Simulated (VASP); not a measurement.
Set up this calculation in VASP 6.6.1, as the native input.

```
Task                   : relaxation of cell and atoms
Functional             : PBE
Potentials or basis    : VASP PAW PBE potentials, release 64 (Cd_sv_GW, N)
Cutoff                 : 700 eV
k mesh                 : 4 × 4 × 4
Occupations            : gaussian, width 0.15 eV
Spin                   : no spin polarisation
Dipole correction      : no
Further INCAR settings : ALGO = Normal; EDIFF = 1e-07; IBRION = 2; EDIFFG = -0.08; NSW = 36; ISIF = 3
```

The structure of Cd3N2 lies in POSCAR:

```
Cd3N2
1.0
   -2.2293047500      2.2293047500      5.3929408000
    2.2293047500     -2.2293047500      5.3929408000
    2.2293047500      2.2293047500     -5.3929408000
Cd N
3 2
Direct
    0.1702208900      0.1702208900      0.0000000000
    0.8297791100      0.8297791100      0.0000000000
    0.5000000000      0.5000000000      0.0000000000
    0.7500000000      0.2500000000      0.5000000000
    0.2500000000      0.7500000000      0.5000000000
```

The cell was generated, and may not be a known phase.

The input as run:

INCAR

```
PREC = Accurate ; ENCUT = 700
EDIFF = 1E-7 ; ISMEAR = 0
SIGMA = 0.15 ; LREAL = F
LASPH = T ; NELM = 120
ALGO = Normal ; ISIF = 3
LWAVE = F ; LCHARG = F
GGA = PE ; IBRION = 2
NSW = 36 ; EDIFFG = -0.08
GGA_COMPAT = F ; NELMIN = 4
```

KPOINTS

```
Automatic mesh
0
Gamma
  4 4 4
```

Potentials or basis: VASP PAW PBE potentials, release 64 (Cd_sv_GW, N).

The run is started by

```console
$ cat potpaw_PBE.64/Cd_sv_GW/POTCAR potpaw_PBE.64/N/POTCAR > POTCAR
$ mpirun -np 1 vasp_std > vasp.out
```

It gave:

* Relaxed volume: 17.90 Å³/atom
* Relaxed cell: a = 5.701 Å, b = 5.701 Å, c = 5.701 Å, α = 135.57°, β = 135.57°, γ = 64.64°
* Space group after relaxing (to 0.1 Å): I4/mmm (No. 139)
* Energy gained by relaxing: 136.6 meV/atom
* Ionic steps: 7
* Pressure after relaxing: 0.1 GPa
* Largest force after relaxing: 0.016 eV/Å
* Band gap on the k mesh: zero (bands 35 and 36 overlap by 1.21 eV)

Caveat: the k points lie up to 0.40 Å⁻¹ apart in the final cell, too coarse for converged energies and pressures of a metal; the volume moved by over 15 % at a fixed basis, so the end points are rough.

Wall time 11 min on 1 thread of AMD EPYC 9R45 96-Core Processor (Zen 5), with other jobs on the host, peak memory 0.43 GiB.
